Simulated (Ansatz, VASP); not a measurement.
**One calculation of AlN, two programs**

File INCAR:

```
SYSTEM = AlN
  PREC = Accurate
  ENCUT = 520
  EDIFF = 1E-6
  ISMEAR = 0
  SIGMA = 0.05
  LREAL = .FALSE.
  LASPH = .TRUE.
  NELM = 60
  ALGO = Normal
  ISIF = 2
  LWAVE = .FALSE.
  LCHARG = .TRUE.
  GGA = PS
  LELF = .TRUE.
  LVHAR = .TRUE.
  NBANDS = 16
```

Contents of KPOINTS:

```
regular mesh
0
G
  9 9 6
  0 0 0
```

The input POSCAR:

```
AlN
1.0
    3.2093175367      0.0000000000      0.0000000000
   -1.6046587684      2.7793505155      0.0000000000
    0.0000000000      0.0000000000      3.9606187720
Al N
2 2
Direct
    0.3333333333      0.6666666667      0.7500000000
    0.6666666667      0.3333333333      0.2500000000
    0.3333333333      0.6666666667      0.2500000000
    0.6666666667      0.3333333333      0.7500000000
```

Input for Ansatz:

```yaml
crystal:
  lattice:
    - [3.2093175367, 0.0, 0.0]
    - [-1.6046587684, 2.7793505155, 0.0]
    - [0.0, 0.0, 3.960618772]
  atoms:
    - { symbol: Al, position: [0.3333333333, 0.6666666667, 0.75] }
    - { symbol: Al, position: [0.6666666667, 0.3333333333, 0.25] }
    - { symbol: "N", position: [0.3333333333, 0.6666666667, 0.25] }
    - { symbol: "N", position: [0.6666666667, 0.3333333333, 0.75] }
basis:
  ecutwfc: 520.0
kpoints:
  mp_grid: { grid: [9, 9, 6] }
hamiltonian:
  xc: pbesol
  pseudopotentials: { kind: paw, azcp: { folder: soft_1 } }
scf:
  occupations: { method: gaussian, width: 0.05 }
output:
  forces: true
  stress: true
  eigenvalues: true
  write_density: true
  write_potential: true
  elf: true
  volumetric_format: npy
```

Alike in both runs: task single point; functional PBEsol; k mesh 9 × 9 × 6; occupations gaussian, width 0.05 eV; no spin polarisation.

|  | VASP | Ansatz |
| --- | --- | --- |
| version | VASP 6.6.1 | Ansatz 0.2.0 |
| potentials or method | VASP PAW PBE potentials, release 64 (Al, N), cutoff 520 eV | scalar-relativistic, plane waves, PAW |
| valence electrons in the cell | 16 | 16 |

Ansatz gave:

- gap on the k mesh at the Fermi level (eV): 4.07
- least direct gap on the mesh (eV): 4.07
- pressure (GPa): 26.1
- traceless stress, the component that is largest in VASP (GPa): 1.11

Question: Which values does VASP return?

Answer: gap on the k mesh at the Fermi level (eV): 4.09; least direct gap on the mesh (eV): 4.09; pressure (GPa): 26.3; traceless stress, the component that is largest in VASP (GPa): 1.14.

VASP's potentials were made for PBE, not for PBEsol, and Ansatz warns of the same on its side. The functional is the same, so the differences come from potentials, cutoffs and numerics.
